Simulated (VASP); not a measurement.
# Ag2HCl2 in VASP: single point with PBE+D3(BJ)

Aim: the single point of Ag2HCl2 with PBE+D3(BJ).

All numbers are computed with VASP 6.6.1; they aren't measurements. Logs are shortened: lines on timing, memory, paths and dates and some standing lists are left out, and cuts for length are marked.

## 1. The cell of the first run

The cell holds a slab with vacuum, 5 atoms: a = 3.897 Å, b = 3.897 Å, c = 20.148 Å, α = 90.00°, β = 90.00°, γ = 90.00°.

## 2. Single point, PBE+D3(BJ), collinear spin

INCAR

```
PREC = Accurate
ENCUT = 520
EDIFF = 1E-6
ISMEAR = 0
SIGMA = 0.05
LREAL = False
LASPH = True
NELM = 150
ALGO = Normal
ISIF = 2
LWAVE = False
LCHARG = True
ISPIN = 2
MAGMOM = 0 0 0 0 1
LORBIT = 11
LMAXMIX = 4
LDIPOL = True
IDIPOL = 3
DIPOL = 0.5 0.5 0.315
GGA = PE
IVDW = 12
LELF = True
LVHAR = True
LVACPOTAV = True
NBANDS = 30
```

KPOINTS

```
regular mesh
0
Gamma
  7 7 1
```

POSCAR

```
Ag2HCl2
1.0
    3.8966246593      0.0000000000      0.0000000000
    0.0000000000      3.8966246593      0.0000000000
    0.0000000000      0.0000000000     20.1478735173
Ag Cl H
2 2 1
Direct
    0.0000000000      0.0000000000      0.1985321179
    0.5000000000      0.5000000000      0.3337564577
    0.5000000000      0.5000000000      0.1985321179
    0.0000000000      0.0000000000      0.3398807081
    0.1250000000      0.1250000000      0.5036697053
```

Potentials or basis: VASP PAW PBE potentials, release 64 (Ag, Cl, H).

Launch:

```
> cat potpaw_PBE.64/Ag/POTCAR potpaw_PBE.64/Cl/POTCAR potpaw_PBE.64/H/POTCAR > POTCAR
> mpirun -np 1 vasp_std > vasp.out
```

OUTCAR:

```text
PREC = Accurate
   ENCUT = 520
   EDIFF = 1E-6
   ISMEAR = 0
   LREAL = False
   LASPH = True
   NELM = 150
   ISIF = 2
   ISPIN = 2
   LORBIT = 11
   GGA = PE
   IVDW = 12
 IVDW          = 12

 ion  position               nearest neighbor table
   1  0.000  0.000  0.199-   3 2.76   3 2.76   3 2.76   3 2.76   4 2.85
   2  0.500  0.500  0.334-   3 2.72   4 2.76   4 2.76   4 2.76   4 2.76
   3  0.500  0.500  0.199-   2 2.72   1 2.76   1 2.76   1 2.76   1 2.76
   4  0.000  0.000  0.340-   2 2.76   2 2.76   2 2.76   2 2.76   1 2.85
   5  0.125  0.125  0.504-

  LATTYP: Found a simple tetragonal cell.
 ALAT       =     3.8966246593
 C/A-ratio  =     5.1705964210

  Lattice vectors:

 A1 = (   3.8966246593,   0.0000000000,   0.0000000000)
 A2 = (   0.0000000000,   3.8966246593,   0.0000000000)
 A3 = (   0.0000000000,   0.0000000000,  20.1478735173)

Analysis of symmetry for initial positions (statically):
=====================================================================
 Subroutine PRICEL returns:
 Original cell was already a primitive cell.

 Routine SETGRP: Setting up the symmetry group for a
 simple tetragonal supercell.

 Subroutine GETGRP returns: Found  2 space group operations
 (whereof  2 operations were pure point group operations)
 out of a pool of 16 trial point group operations.

The static configuration has the point symmetry C_1h.

Analysis of symmetry for dynamics (positions and initial velocities):
=====================================================================
 Subroutine PRICEL returns:
 Original cell was already a primitive cell.

 Routine SETGRP: Setting up the symmetry group for a
 simple tetragonal supercell.

 Subroutine GETGRP returns: Found  2 space group operations
 (whereof  2 operations were pure point group operations)
 out of a pool of 16 trial point group operations.

The dynamic configuration has the point symmetry C_1h.

Analysis of structural, dynamic, and magnetic symmetry:
=====================================================================
 Subroutine PRICEL returns:
 Original cell was already a primitive cell.

 Routine SETGRP: Setting up the symmetry group for a
 simple tetragonal supercell.

 Subroutine GETGRP returns: Found  2 space group operations
 (whereof  2 operations were pure point group operations)
 out of a pool of 16 trial point group operations.

The overall configuration has the point symmetry C_1h.

 Subroutine INISYM returns: Found  2 space group operations
 (whereof  2 operations are pure point group operations),
 and found     1 'primitive' translations

----------------------------------------------------------------------------------------

                                     Primitive cell

  volume of cell :     305.9189

  direct lattice vectors                    reciprocal lattice vectors
     3.896624659  0.000000000  0.000000000     0.256632365  0.000000000  0.000000000
     0.000000000  3.896624659  0.000000000     0.000000000  0.256632365  0.000000000
     0.000000000  0.000000000 20.147873517     0.000000000  0.000000000  0.049633029

  length of vectors
     3.896624659  3.896624659 20.147873517     0.256632365  0.256632365  0.049633029

  position of ions in fractional coordinates (direct lattice)
     0.000000000  0.000000000  0.198532118
     0.500000000  0.500000000  0.333756458
     0.500000000  0.500000000  0.198532118
     0.000000000  0.000000000  0.339880708
     0.125000000  0.125000000  0.503669705

  ion indices of the primitive-cell ions
   primitive index   ion index
                 1           1
                 2           2
                 3           3
                 4           4
                 5           5

----------------------------------------------------------------------------------------

 KPOINTS: regular mesh

Automatic generation of k-mesh.
 Grid dimensions read from file:
 generate k-points for:    7    7    1

 Generating k-lattice:

  Cartesian coordinates                     Fractional coordinates (reciprocal lattice)
     0.036661766  0.000000000  0.000000000     0.142857143  0.000000000  0.000000000
     0.000000000  0.036661766  0.000000000     0.000000000  0.142857143  0.000000000
     0.000000000  0.000000000  0.049633029     0.000000000  0.000000000  1.000000000

  Length of vectors
     0.036661766  0.036661766  0.049633029

  Shift w.r.t. Gamma in fractional coordinates (k-lattice)
     0.000000000  0.000000000  0.000000000

 Subroutine IBZKPT returns following result:
 ===========================================

 Found     16 irreducible k-points:

 Following reciprocal coordinates:
            Coordinates               Weight
  0.000000  0.000000  0.000000      1.000000
  0.142857  0.000000  0.000000      4.000000
  0.285714  0.000000  0.000000      4.000000
  0.428571  0.000000  0.000000      4.000000
  0.142857  0.142857  0.000000      2.000000
 -0.142857  0.142857  0.000000      2.000000
[... 8 lines left out ...]
  0.428571  0.428571  0.000000      2.000000
 -0.428571  0.428571  0.000000      2.000000
   k-points           NKPTS =     16   k-points in BZ     NKDIM =     16   number of bands    NBANDS=     30
   number of dos      NEDOS =    301   number of ions     NIONS =      5
   total plane-waves  NPLWV = 135000
   dimension x,y,z NGX =    30 NGY =   30 NGZ =  150
   dimension x,y,z NGXF=    60 NGYF=   60 NGZF=  300
   ions per type =               2   2   1
   NGX,Y,Z   is equivalent  to a cutoff of  12.80, 12.80, 12.38 a.u.
   NGXF,Y,Z  is equivalent  to a cutoff of  25.60, 25.60, 24.75 a.u.
 SYSTEM =  unknown system
   PREC   = accura    normal or accurate (medium, high low for compatibility)
   ISTART =      0    job   : 0-new  1-cont  2-samecut
   ICHARG =      2    charge: 1-file 2-atom 10-const
   ISPIN  =      2    spin polarized calculation?
   LNONCOLLINEAR =      F non collinear calculations
   LSORBIT =      F    spin-orbit coupling
   LASPH  =      T    aspherical Exc in radial PAW
   ENCUT  =  520.0 eV  38.22 Ry    6.18 a.u.   7.25  7.25 37.46*2*pi/ulx,y,z
   NELM   =    150;   NELMIN=  2; NELMDL= -5     # of ELM steps
   EDIFF  = 0.1E-05   stopping-criterion for ELM
   LREAL  =      F    real-space projection
   EDIFFG = 0.1E-04   stopping-criterion for IOM
   NSW    =      0    number of steps for IOM
   IBRION =     -1    ionic relax: 0-MD 1-quasi-New 2-CG
   NFREE  =      0    steps in history (QN), initial steepest desc. (CG)
   ISIF   =      2    stress and relaxation
   ISYM   =      2    0-nonsym 1-usesym 2-fastsym
   POTIM  = 0.5000    time-step for ionic-motion
   TEBEG  =    0.0;   TEEND  =   0.0 temperature during run
   PSTRESS=    0.0 pullay stress
   NELECT =      37.0000    total number of electrons
   NUPDOWN=      -1.0000    fix difference up-down
   EMIN   =  10.00;   EMAX   =-10.00  energy-range for DOS
   EFERMI =   0.00;   METHOD = LEGACY
   ISMEAR =     0;   SIGMA  =   0.05  broadening in eV -4-tet -1-fermi 0-gaus
   EFERMI_NEDOS =   21; number of points for ismear=-14 and -15
   IALGO  =     38    algorithm
   IMIX   =      4    mixing-type and parameters
     AMIX     =   0.40;   BMIX     =  1.00
     AMIX_MAG =   1.60;   BMIX_MAG =  1.00
  volume/ion in A,a.u.               =      61.18       412.89
  Fermi-wavevector in a.u.,A,eV,Ry     =   0.809605  1.529932  8.918082  0.655461
  Thomas-Fermi vector in A             =   1.918627
   LORBIT       =     11    0 simple, 1 ext, 2 COOP (PROOUT), +10 PAW based schemes
   GGA     = PE    functional components
   LHFCALC =     F    Hartree Fock is set to
   AEXX    =    0.0000 exact exchange contribution
   IVDW    =    12    specifies the selected vdW correction
   LEPSILON=     F    determine dielectric tensor
   LRPA    =     F    only Hartree local field effects (RPA)
 spin polarized calculation
 Gauss-broadening in eV      SIGMA  =   0.05
  energy-cutoff  :      520.00
  volume of cell :      305.92
 maximum number of plane-waves:      8267
 NGX is ok and might be reduce to    30
   NGX = 15   NGY = 15   NGZ = 75

 dipolmoment           0.000000      0.000000     -0.000009 electrons x Angstroem

 number of electron      37.0000009 magnetization       0.9999999

 dipolmoment           0.000000      0.000000      0.037483 electrons x Angstroem

 Free energy of the ion-electron system (eV)
  ---------------------------------------------------
  ext. energy  EPLUGINS =         0.00000000
  ---------------------------------------------------
  free energy    TOTEN  =       -11.71778180 eV

  energy without entropy =      -11.71778180  energy(sigma->0) =      -11.71778180

 E-fermi :  -2.4289     XC(G=0):  -3.6373

 val. band max:       -2.7239896291   @ k =   0.4286   0.0000   0.0000
 cond. band min:      -1.6080097017   @ k =   0.0000   0.0000   0.0000
 fundamental gap:      1.1159799274
 Fermi energy:        -2.4289462779

 spin component 1

 k-point     1 :       0.0000    0.0000    0.0000
  band No.  band energies     occupation
      1     -17.7150      1.00000
      2     -17.3505      1.00000
      3      -6.6518      1.00000
      4      -6.0107      1.00000
      5      -5.7035      1.00000
      6      -5.7034      1.00000
[... 22 lines left out ...]
     29       6.3888      0.00000
     30       6.9373      0.00000

 k-point     2 :       0.1429    0.0000    0.0000
  band No.  band energies     occupation
      1     -17.6732      1.00000
      2     -17.3201      1.00000
      3      -6.6755      1.00000
      4      -6.3925      1.00000
      5      -6.2171      1.00000
      6      -6.0624      1.00000
[... 454 lines left out ...]
 k-point    16 :      -0.4286    0.4286    0.0000
  band No.  band energies     occupation
      1     -17.4337      1.00000
      2     -17.1421      1.00000
      3      -6.9854      1.00000
      4      -6.8042      1.00000
      5      -6.4765      1.00000
      6      -6.2201      1.00000
[... 22 lines left out ...]
     29       5.8806      0.00000
     30       6.1167      0.00000
 Fermi energy:        -2.4289462779

 spin component 2

 k-point     1 :       0.0000    0.0000    0.0000
  band No.  band energies     occupation
      1     -17.7137      1.00000
      2     -17.3433      1.00000
      3      -6.6434      1.00000
      4      -5.9611      1.00000
      5      -5.7023      1.00000
      6      -5.7022      1.00000
[... 22 lines left out ...]
     29       6.9452      0.00000
     30       7.9516      0.00000

 k-point     2 :       0.1429    0.0000    0.0000
  band No.  band energies     occupation
      1     -17.6720      1.00000
      2     -17.3128      1.00000
      3      -6.6684      1.00000
      4      -6.3887      1.00000
      5      -6.2164      1.00000
      6      -6.0380      1.00000
[... 454 lines left out ...]
 k-point    16 :      -0.4286    0.4286    0.0000
  band No.  band energies     occupation
      1     -17.4331      1.00000
      2     -17.1337      1.00000
      3      -6.9841      1.00000
      4      -6.8026      1.00000
      5      -6.4743      1.00000
      6      -6.2163      1.00000
[... 22 lines left out ...]
     29       6.3137      0.00000
     30       6.4224      0.00000

------------------------ aborting loop because EDIFF is reached ----------------------------------------

 Edisp (eV)   -0.89224

 E8    (eV) :    -0.3713

  FORCE on cell =-STRESS in cart. coord.  units (eV):
  Direction    XX          YY          ZZ          XY          YZ          ZX
  --------------------------------------------------------------------------------------
  -------------------------------------------------------------------------------------
  Total      -1.83023    -1.83023    -0.10445     0.00010     0.01384     0.01384
  in kB      -9.58540    -9.58540    -0.54702     0.00053     0.07249     0.07249
  external pressure =       -6.57 kB  Pullay stress =        0.00 kB

 VOLUME and BASIS-vectors are now :
 -----------------------------------------------------------------------------
  energy-cutoff  :      520.00
  volume of cell :      305.92
      direct lattice vectors                 reciprocal lattice vectors
     3.896624659  0.000000000  0.000000000     0.256632365  0.000000000  0.000000000
     0.000000000  3.896624659  0.000000000     0.000000000  0.256632365  0.000000000
     0.000000000  0.000000000 20.147873517     0.000000000  0.000000000  0.049633029

 POSITION                                       TOTAL-FORCE (eV/Angst)
 -----------------------------------------------------------------------------------
      0.00000      0.00000      4.00000        -0.000087     -0.000087      0.258655
      1.94831      1.94831      6.72448        -0.001076     -0.001076      0.014880
      1.94831      1.94831      4.00000        -0.000103     -0.000103     -0.264271
      0.00000      0.00000      6.84787        -0.002732     -0.002732      0.009725
      0.48708      0.48708     10.14787         0.003998      0.003998     -0.018989
 -----------------------------------------------------------------------------------
    total drift:                               -0.000021     -0.000021      0.000132

  FREE ENERGIE OF THE ION-ELECTRON SYSTEM (eV)
  ---------------------------------------------------
  free  energy   TOTEN  =       -12.6100231627 eV

  energy  without entropy=      -12.6100231627  energy(sigma->0) =      -12.61002316

 vacuum level on the upper side and lower side of the slab         2.867         2.420

 total charge

# of ion       s       p       d       tot
------------------------------------------
    1        0.192   0.121   9.369   9.682
    2        0.195   0.129   9.369   9.693
    3        1.600   3.473   0.000   5.074
    4        1.600   3.472   0.000   5.073
    5        0.380   0.000   0.000   0.380
--------------------------------------------------
tot          3.967   7.196  18.738  29.901

 magnetization (x)

# of ion       s       p       d       tot
------------------------------------------
    1        0.000   0.000   0.000   0.001
    2       -0.000  -0.000   0.001   0.001
    3        0.000   0.000   0.000   0.000
    4        0.001   0.006   0.000   0.007
    5        0.379   0.000   0.000   0.379
--------------------------------------------------
tot          0.380   0.007   0.002   0.388
```

Wall time 9.8 min (1 thread of Intel Xeon Platinum 8259CL at 2.50GHz (Skylake/Cascade Lake), shared host); peak memory 0.6 GiB.

What came out:

```yaml
Free_energy: -12.6100 eV
Largest_force: 0.264 eV/Å
Band_gap_on_the_k_mesh: 1.12 eV (least direct gap 2.54 eV)
Net_moment: 1.00 μB per cell
Site_moments: Ag +0.00; Cl +0.00, +0.01; H +0.38 μB
Valence_electrons_inside_the_program's_atomic_spheres: Ag 9.68, 9.69; Cl 5.07; H 0.38
Dispersion_energy_per_atom: -0.178 eV
```

Forces in eV/Å, atoms in the order of the input:
```
Ag   0.000  0.000  0.259
Ag  -0.001 -0.001  0.015
Cl   0.000  0.000 -0.264
Cl  -0.003 -0.003  0.010
H    0.004  0.004 -0.019
```

Levels at points of the mesh, in eV from the valence-band top:
Spin up:
```tsv
k point	band 16	band 17	band 18	band 19	band 20	band 21	band 22	band 23
(0.00, 0.00, 0.00)	-2.05	-1.91	-1.91	-1.43	1.20	2.28	4.75	5.24
```
Spin down:
```
           k point  band 14  band 15  band 16  band 17  band 18  band 19  band 20  band 21  band 22  band 23
(0.00, 0.00, 0.00)    -2.32    -2.19    -1.91    -1.91    -1.44     1.12     2.19     3.93     4.79     5.77
```
